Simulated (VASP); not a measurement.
# AlCu3 (R-3m) in VASP: single point with LDA

Aim: the single point of AlCu3 with LDA.

Program: VASP 6.6.1. These are calculated values, not measurements. Logs are shortened: lines on timing, memory, paths and dates and some standing lists are left out, and cuts for length are marked.

## Step 1: The cell of the first run

The structure is trigonal, space group R-3m (No. 166). Conventional cell: a = 4.358 Å, b = 4.358 Å, c = 9.454 Å, α = 90.00°, β = 90.00°, γ = 120.00°. Al (site symmetry -3m) has 14 Cu at 2.36 to 2.97 Å within 3.1 Å. Cu (site symmetry -3m) has 8 Cu at 2.36 to 2.64 Å and 6 Al at 2.97 Å within 3.1 Å. Cu (site symmetry 3m) has 4 Al at 2.36 to 2.64 Å and 10 Cu at 2.36 to 2.97 Å within 3.1 Å.

## Step 2: Single point, LDA (12.95 Å³/atom)

The input, INCAR:

```
ALGO = Fast
EDIFF = 1E-6
ENCUT = 520
GGA = CA
ISIF = 2
ISMEAR = 0
LASPH = True
LCHARG = False
LREAL = False
LWAVE = False
NBANDS = 26
NELM = 100
PREC = Accurate
SIGMA = 0.15
```

The input, KPOINTS:

```
k-points
0
Gamma
  14 14 14
```

The input, POSCAR:

```
AlCu3
1.0
   -0.2347912425      2.8464586592      2.8464586592
    2.8464586592     -0.2347912425      2.8464586592
    2.8464586592      2.8464586592     -0.2347912425
Al Cu
1 3
Direct
    0.0000000000      0.0000000000      0.0000000000
    0.5000000000      0.5000000000      0.5000000000
    0.2500000000      0.2500000000      0.2500000000
    0.7500000000      0.7500000000      0.7500000000
```

Potentials or basis: VASP PAW LDA potentials, release 64 (Al, Cu).

On the command line:

```sh
$ cat potpaw_LDA.64/Al/POTCAR potpaw_LDA.64/Cu/POTCAR > POTCAR
$ mpirun -np 1 vasp_std > vasp.out
```

OUTCAR:

```text
EDIFF = 1E-6
   ENCUT = 520
   GGA = CA
   ISIF = 2
   ISMEAR = 0
   LASPH = True
   LREAL = False
   NELM = 100
   PREC = Accurate

 ion  position               nearest neighbor table
   1  0.000  0.000  0.000-   3 2.36   4 2.36   4 2.64   4 2.64   4 2.64   3 2.64   3 2.64   3 2.64
                             2 2.97   2 2.97   2 2.97   2 2.97   2 2.97   2 2.97
   2  0.500  0.500  0.500-   3 2.36   4 2.36   3 2.64   3 2.64   3 2.64   4 2.64   4 2.64   4 2.64
                             1 2.97   1 2.97   1 2.97   1 2.97   1 2.97   1 2.97
   3  0.250  0.250  0.250-   1 2.36   2 2.36   1 2.64   1 2.64   1 2.64   2 2.64   2 2.64   2 2.64

   4  0.750  0.750  0.750-   1 2.36   2 2.36   2 2.64   2 2.64   2 2.64   1 2.64   1 2.64   1 2.64

  LATTYP: Found a trigonal (rhomboedric) cell.
 ALAT       =     4.0323418412
 COS(alpha) =     0.4160990780

  Lattice vectors:

 A1 = (  -0.2347912425,   2.8464586592,   2.8464586592)
 A2 = (   2.8464586592,  -0.2347912425,   2.8464586592)
 A3 = (   2.8464586592,   2.8464586592,  -0.2347912425)

Analysis of symmetry for initial positions (statically):
=====================================================================
 Subroutine PRICEL returns:
 Original cell was already a primitive cell.

 Routine SETGRP: Setting up the symmetry group for a
 trigonal (rhombohedral) supercell.

 Subroutine GETGRP returns: Found 12 space group operations
 (whereof 12 operations were pure point group operations)
 out of a pool of 12 trial point group operations.

The static configuration has the point symmetry D_3d.

Analysis of symmetry for dynamics (positions and initial velocities):
=====================================================================
 Subroutine PRICEL returns:
 Original cell was already a primitive cell.

 Routine SETGRP: Setting up the symmetry group for a
 trigonal (rhombohedral) supercell.

 Subroutine GETGRP returns: Found 12 space group operations
 (whereof 12 operations were pure point group operations)
 out of a pool of 12 trial point group operations.

The dynamic configuration has the point symmetry D_3d.

 Subroutine INISYM returns: Found 12 space group operations
 (whereof 12 operations are pure point group operations),
 and found     1 'primitive' translations

----------------------------------------------------------------------------------------

                                     Primitive cell

  volume of cell :      51.8200

  direct lattice vectors                    reciprocal lattice vectors
    -0.234791242  2.846458659  2.846458659    -0.155291393  0.169252228  0.169252228
     2.846458659 -0.234791242  2.846458659     0.169252228 -0.155291393  0.169252228
     2.846458659  2.846458659 -0.234791242     0.169252228  0.169252228 -0.155291393

  length of vectors
     4.032341841  4.032341841  4.032341841     0.285320960  0.285320960  0.285320960

  position of ions in fractional coordinates (direct lattice)
     0.000000000  0.000000000  0.000000000
     0.500000000  0.500000000  0.500000000
     0.250000000  0.250000000  0.250000000
     0.750000000  0.750000000  0.750000000

  ion indices of the primitive-cell ions
   primitive index   ion index
                 1           1
                 2           2
                 3           3
                 4           4

----------------------------------------------------------------------------------------

 KPOINTS: k-points

Automatic generation of k-mesh.
 Grid dimensions read from file:
 generate k-points for:   14   14   14

 Generating k-lattice:

  Cartesian coordinates                     Fractional coordinates (reciprocal lattice)
    -0.011092242  0.012089445  0.012089445     0.071428571  0.000000000  0.000000000
     0.012089445 -0.011092242  0.012089445     0.000000000  0.071428571  0.000000000
     0.012089445  0.012089445 -0.011092242     0.000000000  0.000000000  0.071428571

  Length of vectors
     0.020380069  0.020380069  0.020380069

  Shift w.r.t. Gamma in fractional coordinates (k-lattice)
     0.000000000  0.000000000  0.000000000

 Subroutine IBZKPT returns following result:
 ===========================================

 Found    288 irreducible k-points:

 Following reciprocal coordinates:
            Coordinates               Weight
  0.000000  0.000000  0.000000      1.000000
  0.071429  0.000000  0.000000      6.000000
  0.142857  0.000000  0.000000      6.000000
  0.214286  0.000000  0.000000      6.000000
  0.285714  0.000000  0.000000      6.000000
  0.357143  0.000000  0.000000      6.000000
[... 16 lines left out ...]
  0.214286  0.142857  0.000000     12.000000
  0.285714  0.142857  0.000000     12.000000
 [... further k-points ...]
   k-points           NKPTS =    288   k-points in BZ     NKDIM =    288   number of bands    NBANDS=     26
   number of dos      NEDOS =    301   number of ions     NIONS =      4
   total plane-waves  NPLWV =  27000
   dimension x,y,z NGX =    30 NGY =   30 NGZ =   30
   dimension x,y,z NGXF=    60 NGYF=   60 NGZF=   60
   ions per type =               1   3
   NGX,Y,Z   is equivalent  to a cutoff of  12.37, 12.37, 12.37 a.u.
   NGXF,Y,Z  is equivalent  to a cutoff of  24.74, 24.74, 24.74 a.u.
 SYSTEM =  unknown system
   PREC   = accura    normal or accurate (medium, high low for compatibility)
   ISTART =      0    job   : 0-new  1-cont  2-samecut
   ICHARG =      2    charge: 1-file 2-atom 10-const
   ISPIN  =      1    spin polarized calculation?
   LNONCOLLINEAR =      F non collinear calculations
   LSORBIT =      F    spin-orbit coupling
   LASPH  =      T    aspherical Exc in radial PAW
   ENCUT  =  520.0 eV  38.22 Ry    6.18 a.u.   7.50  7.50  7.50*2*pi/ulx,y,z
   NELM   =    100;   NELMIN=  2; NELMDL= -5     # of ELM steps
   EDIFF  = 0.1E-05   stopping-criterion for ELM
   LREAL  =      F    real-space projection
   EDIFFG = 0.1E-04   stopping-criterion for IOM
   NSW    =      0    number of steps for IOM
   IBRION =     -1    ionic relax: 0-MD 1-quasi-New 2-CG
   NFREE  =      0    steps in history (QN), initial steepest desc. (CG)
   ISIF   =      2    stress and relaxation
   ISYM   =      2    0-nonsym 1-usesym 2-fastsym
   POTIM  = 0.5000    time-step for ionic-motion
   TEBEG  =    0.0;   TEEND  =   0.0 temperature during run
   PSTRESS=    0.0 pullay stress
   NELECT =      36.0000    total number of electrons
   NUPDOWN=      -1.0000    fix difference up-down
   EMIN   =  10.00;   EMAX   =-10.00  energy-range for DOS
   EFERMI =   0.00;   METHOD = LEGACY
   ISMEAR =     0;   SIGMA  =   0.15  broadening in eV -4-tet -1-fermi 0-gaus
   EFERMI_NEDOS =   21; number of points for ismear=-14 and -15
   IALGO  =     68    algorithm
   IMIX   =      4    mixing-type and parameters
     AMIX     =   0.40;   BMIX     =  1.00
     AMIX_MAG =   1.60;   BMIX_MAG =  1.00
  volume/ion in A,a.u.               =      12.95        87.42
  Fermi-wavevector in a.u.,A,eV,Ry     =   1.449917  2.739946 28.602981  2.102260
  Thomas-Fermi vector in A             =   2.567589
   LORBIT       =      0    0 simple, 1 ext, 2 COOP (PROOUT), +10 PAW based schemes
   GGA     = CA    functional components
   LHFCALC =     F    Hartree Fock is set to
   AEXX    =    0.0000 exact exchange contribution
   IVDW    =     0    specifies the selected vdW correction
   LEPSILON=     F    determine dielectric tensor
   LRPA    =     F    only Hartree local field effects (RPA)
 non-spin polarized calculation
 RMM-DIIS sequential band-by-band and
 Gauss-broadening in eV      SIGMA  =   0.15
  energy-cutoff  :      520.00
  volume of cell :       51.82
 maximum number of plane-waves:      1414
 NGX is ok and might be reduce to    30
   NGX = 15   NGY = 15   NGZ = 15

 number of electron      36.0000056 magnetization

 Free energy of the ion-electron system (eV)
  ---------------------------------------------------
  ext. energy  EPLUGINS =         0.00000000
  ---------------------------------------------------
  free energy    TOTEN  =       -18.48656846 eV

  energy without entropy =      -18.47357622  energy(sigma->0) =      -18.48007234

 E-fermi :   7.6088     XC(G=0): -12.2439

 val. band max:        7.5937125101   @ k =  -0.2857   0.3571   0.0714
 cond. band min:       7.6100597344   @ k =  -0.4286   0.2857   0.0714
 fundamental gap:      0.0163472243
 Fermi energy:         7.6088443687

 k-point     1 :       0.0000    0.0000    0.0000
  band No.  band energies     occupation
      1      -2.4796      2.00000
      2       3.1375      2.00000
      3       3.1375      2.00000
      4       3.1775      2.00000
      5       3.1775      2.00000
      6       3.2214      2.00000
[... 18 lines left out ...]
     25      14.3690      0.00000
     26      14.3716      0.00000

 k-point     2 :       0.0714    0.0000    0.0000
  band No.  band energies     occupation
      1      -2.4161      2.00000
      2       3.0980      2.00000
      3       3.1287      2.00000
      4       3.1548      2.00000
      5       3.2371      2.00000
      6       3.2523      2.00000
[... 18 lines left out ...]
     25      14.1095      0.00000
     26      14.4067      0.00000

 k-point     3 :       0.1429    0.0000    0.0000
  band No.  band energies     occupation
      1      -2.2263      2.00000
      2       3.0651      2.00000
      3       3.0692      2.00000
      4       3.1324      2.00000
      5       3.3221      2.00000
      6       3.3281      2.00000
[... 18 lines left out ...]
     25      13.9631      0.00000
     26      14.9176      0.00000

 k-point     4 :       0.2143    0.0000    0.0000
  band No.  band energies     occupation
      1      -1.9132      2.00000
      2       2.8873      2.00000
      3       3.0523      2.00000
      4       3.1623      2.00000
      5       3.3991      2.00000
      6       3.4287      2.00000
[... 18 lines left out ...]
     25      13.9719      0.00000
     26      16.2019      0.00000

 k-point     5 :       0.2857    0.0000    0.0000
  band No.  band energies     occupation
      1      -1.4826      2.00000
      2       2.5260      2.00000
      3       3.0559      2.00000
      4       3.2147      2.00000
      5       3.4667      2.00000
      6       3.5300      2.00000
[... 18 lines left out ...]
     25      14.2312      0.00000
     26      17.3525      0.00000

 k-point     6 :       0.3571    0.0000    0.0000
  band No.  band energies     occupation
      1      -0.9446      2.00000
      2       1.9461      2.00000
      3       3.0687      2.00000
      4       3.2756      2.00000
      5       3.5228      2.00000
      6       3.6231      2.00000
[... 427 lines left out ...]
 k-point    21 :      -0.0714    0.0714    0.0000
  band No.  band energies     occupation
      1      -2.3159      2.00000
      2       3.0597      2.00000
      3       3.0903      2.00000
      4       3.2119      2.00000
      5       3.2342      2.00000
      6       3.3174      2.00000
[... 18 lines left out ...]
     25      14.2681      0.00000
     26      14.6827      0.00000

 k-point    22 :       0.1429    0.1429    0.0000
  band No.  band energies     occupation
      1      -2.1205      2.00000
      2       2.8581      2.00000
      3       3.2229      2.00000
      4       3.2315      2.00000
      5       3.2947      2.00000
      6       3.3242      2.00000
[... 18 lines left out ...]
     25      14.6096      0.00000
     26      15.1830      0.00000

 k-point    23 :       0.2143    0.1429    0.0000
  band No.  band energies     occupation
      1      -1.8806      2.00000
      2       2.7467      2.00000
      3       3.1889      2.00000
      4       3.3082      2.00000
      5       3.3124      2.00000
      6       3.4157      2.00000
[... 18 lines left out ...]
     25      15.0885      0.00000
     26      15.9685      0.00000

 k-point    24 :       0.2857    0.1429    0.0000
  band No.  band energies     occupation
      1      -1.5208      2.00000
      2       2.5867      2.00000
      3       3.1208      2.00000
      4       3.3324      2.00000
      5       3.3935      2.00000
      6       3.5216      2.00000
[... 18 lines left out ...]
     25      15.4206      0.00000
     26      17.4543      0.00000

 [... further k-points ...]

------------------------ aborting loop because EDIFF is reached ----------------------------------------

  FORCE on cell =-STRESS in cart. coord.  units (eV):
  Direction    XX          YY          ZZ          XY          YZ          ZX
  --------------------------------------------------------------------------------------
  -------------------------------------------------------------------------------------
  Total       -3.5441677     -3.5441677     -3.5441677      2.8438662      2.8438662      2.8438662
  in kB     -109.5790262   -109.5790262   -109.5790262     87.9270158     87.9270158     87.9270158
  external PRESSURE =    -109.5790262 kB  Pullay stress =       0.0000000 kB

 VOLUME and BASIS-vectors are now :
 -----------------------------------------------------------------------------
  energy-cutoff  :      520.00
  volume of cell :       51.82
      direct lattice vectors                 reciprocal lattice vectors
    -0.234791242  2.846458659  2.846458659    -0.155291393  0.169252228  0.169252228
     2.846458659 -0.234791242  2.846458659     0.169252228 -0.155291393  0.169252228
     2.846458659  2.846458659 -0.234791242     0.169252228  0.169252228 -0.155291393

 POSITION                                       TOTAL-FORCE (eV/Angst)
 -----------------------------------------------------------------------------------
      0.00000      0.00000      0.00000        -0.000000      0.000000     -0.000000
      2.72906      2.72906      2.72906        -0.000000      0.000000      0.000000
      1.36453      1.36453      1.36453        -0.001186     -0.001186     -0.001186
      4.09359      4.09359      4.09359         0.001186      0.001186      0.001186
 -----------------------------------------------------------------------------------
    total drift:                                0.000000     -0.000000      0.000000

  FREE ENERGIE OF THE ION-ELECTRON SYSTEM (eV)
  ---------------------------------------------------
  free  energy   TOTEN  =       -18.4865684587 eV

  energy  without entropy=      -18.4735762208  energy(sigma->0) =      -18.48007234
```

Run time: 3.2 min. Hardware: 1 thread of Intel Xeon 6975P-C (Granite Rapids), shared host; peak memory 0.39 GiB.

What came out:

```yaml
Free_energy: -18.4866 eV
Pressure: -11.0 GPa
Band_gap_on_the_k_mesh: zero (bands 18 and 19 overlap by 5.18 eV)
```

Forces in eV/Å, atoms in the order of the input:
```
Al   0.000  0.000  0.000
Cu   0.000  0.000  0.000
Cu  -0.001 -0.001 -0.001
Cu   0.001  0.001  0.001
```

Stress tensor (GPa, compression positive):
```
-10.96   8.79   8.79
  8.79 -10.96   8.79
  8.79   8.79 -10.96
```

Levels at points of the mesh, in eV from the Fermi level:
| k point | band 15 | band 16 | band 17 | band 18 | band 19 | band 20 | band 21 | band 22 |
| --- | --- | --- | --- | --- | --- | --- | --- | --- |
| (0.00, 0.00, 0.00) | -2.42 | -2.42 | 3.15 | 3.21 | 3.21 | 3.57 | 3.57 | 3.66 |
| (0.50, 0.00, 0.00) | -2.45 | -2.40 | -2.17 | 2.50 | 2.65 | 2.74 | 2.88 | 4.18 |
| (0.50, 0.50, 0.00) | -2.40 | -2.37 | -2.23 | -2.16 | -1.35 | 1.10 | 2.66 | 9.86 |
| (0.50, 0.50, 0.50) | -2.37 | -2.37 | -2.15 | 2.02 | 2.02 | 2.07 | 2.16 | 2.16 |

Caveat: the cell stands under tension.
